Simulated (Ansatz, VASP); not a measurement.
CuI in VASP and in Ansatz

```
CELL_PARAMETERS angstrom
0.00000 3.03952 3.03952
3.03952 0.00000 3.03952
3.03952 3.03952 0.00000
ATOMIC_POSITIONS crystal
Cu 0.00000 0.00000 0.00000
I 0.25000 0.25000 0.25000
```

Alike in both runs: task electric field gradients; functional PBE; k mesh 12 × 12 × 12; occupations fermi-dirac, width 0.05 eV; no spin polarisation.

|  | VASP | Ansatz |
| --- | --- | --- |
| version | VASP 6.6.1 | Ansatz 0.2.0 |
| potentials or method | VASP PAW PBE potentials, release 64 (Cu, I) | PAW with Ansatz's default frozen-core files, scalar-relativistic |
| plane-wave cutoff (eV) | 520 | 420 |
| valence electrons in the cell | 18 | 36 |

```tsv
	VASP	Ansatz	Ansatz less VASP
pressure (GPa)	0.0	0.0	-0.04
```

VASP's potentials hold 18 valence electrons a cell and Ansatz's 36, so a difference there can come from the potentials and not from the codes.

Neither program's run includes spin-orbit coupling.
